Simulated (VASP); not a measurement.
Write the native input for VASP 6.6.1 that does the following.

* Task: single point
* Functional: PBE
* Potentials or basis: VASP PAW PBE potentials, release 64 (W_sv, Si)
* Cutoff: 520 eV
* k mesh: 5 × 5 × 3
* Occupations: fermi-dirac, width 0.05 eV
* Spin: no spin polarisation
* Dipole correction: no
* Further INCAR settings: ALGO = Normal; EDIFF = 1e-06; NBANDS = 43

The structure of Si2W lies in POSCAR:

```
Si2W
1.0
    4.6168523821      0.0000000000      0.0000000000
   -2.3084261911      3.9983114484      0.0000000000
    0.0000000000      0.0000000000      6.6532220000
W Si
3 6
Direct
    0.5000000000      0.0000000000      0.5000000000
    0.5000000000      0.5000000000      0.8333333333
    0.0000000000      0.5000000000      0.1666666667
    0.3274774055      0.1637387028      0.1666666667
    0.8362612972      0.1637387028      0.8333333333
    0.1637387028      0.3274774055      0.5000000000
    0.6725225945      0.8362612972      0.1666666667
    0.1637387028      0.8362612972      0.8333333333
    0.8362612972      0.6725225945      0.5000000000
```

One way to write it, as run:

INCAR

```
ALGO     = Normal         # electronic algorithm
EDIFF    = 1E-6           # SCF threshold, eV
ENCUT    = 520            # plane-wave cutoff, eV
GGA      = PE             # functional
ISIF     = 2              # what is computed and relaxed
ISMEAR   = -1             # smearing method
LASPH    = True           # aspherical terms in the spheres
LCHARG   = False          # write CHGCAR
LREAL    = False          # projectors in reciprocal space
LWAVE    = False          # write WAVECAR
NBANDS   = 43             # bands
NELM     = 60             # most SCF steps
PREC     = Accurate       # precision mode
SIGMA    = 0.05           # smearing width, eV
```

KPOINTS

```
k-points
0
Gamma
  5 5 3
```

Potentials or basis: VASP PAW PBE potentials, release 64 (W_sv, Si).

The run is started by

```bash
$ cat potpaw_PBE.64/W_sv/POTCAR potpaw_PBE.64/Si/POTCAR > POTCAR
$ mpirun -np 1 vasp_std > vasp.out
```

Results of the run:

```json
{"Pressure": "-0.5 GPa", "Largest force": "0.004 eV/Å", "Band gap on the k mesh": "0.40 eV, indirect (least direct gap 0.92 eV)"}
```

Caveat: spin-orbit coupling is left out, which moves the levels of the heavy elements.

Run time: 110 s on 1 thread of Intel(R) Xeon(R) Platinum 8259CL CPU @ 2.50GHz (Skylake/Cascade Lake) (shared host), peak memory 0.24 GiB.
